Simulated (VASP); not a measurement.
Set up this calculation in VASP 6.6.1, as the native input.

```yaml
Task: single point
Functional: PBE
Potentials_or_basis: VASP PAW PBE potentials, release 64 (P)
Cutoff: 520 eV
k_mesh: 4 × 4 × 1
Occupations: gaussian, width 0.1 eV
Spin: no spin polarisation
Dipole_correction: yes
Further_INCAR_settings: ALGO = Normal; EDIFF = 1e-07; NBANDS = 14
```

The structure of P lies in POSCAR:

```
P
1.0
    4.6426500102      2.1252355999      0.0000000000
    0.9554732319      5.0157647847      0.0000000000
    0.0000000000      0.0000000000     23.8000000000
P
3
Direct
    0.7237054892      0.7237054892      0.2941176471
    0.2762945108      0.2762945108      0.2941176471
    0.5000000000      0.5000000000      0.2941176471
```

The cell was generated, and may not be a known phase.

One way to write it, as run:

INCAR

```
SYSTEM = P
  PREC = Accurate
  ENCUT = 520
  EDIFF = 1E-7
  ISMEAR = 0
  SIGMA = 0.1
  LREAL = .FALSE.
  LASPH = .TRUE.
  NELM = 100
  ALGO = Normal
  ISIF = 2
  LWAVE = .FALSE.
  LCHARG = .TRUE.
  LDIPOL = .TRUE.
  IDIPOL = 3
  DIPOL = 0.5 0.5 0.294
  GGA = PE
  LELF = .TRUE.
  LVHAR = .TRUE.
  LVACPOTAV = .TRUE.
  NBANDS = 14
```

KPOINTS

```
Automatic mesh
0
G
  4 4 1
  0 0 0
```

Potentials or basis: VASP PAW PBE potentials, release 64 (P).

Launch:

```sh
$ cat potpaw_PBE.64/P/POTCAR > POTCAR
$ mpirun -np 1 vasp_std > vasp.out
```

Results of the run:

```json
{
  "Largest force": "0.071 eV/Å",
  "Band gap on the k mesh": "zero (an odd number of electrons rules out a gap without spin polarisation)",
  "Work function of the upper face": "5.15 eV",
  "Work function of the lower face": "5.15 eV"
}
```

Caveat: the k points lie up to 0.38 Å⁻¹ apart, too coarse for converged energies and pressures of a metal.

Wall time 3.7 min on 1 thread of Intel Xeon 8259CL, with other jobs on the host, peak memory 0.59 GiB.
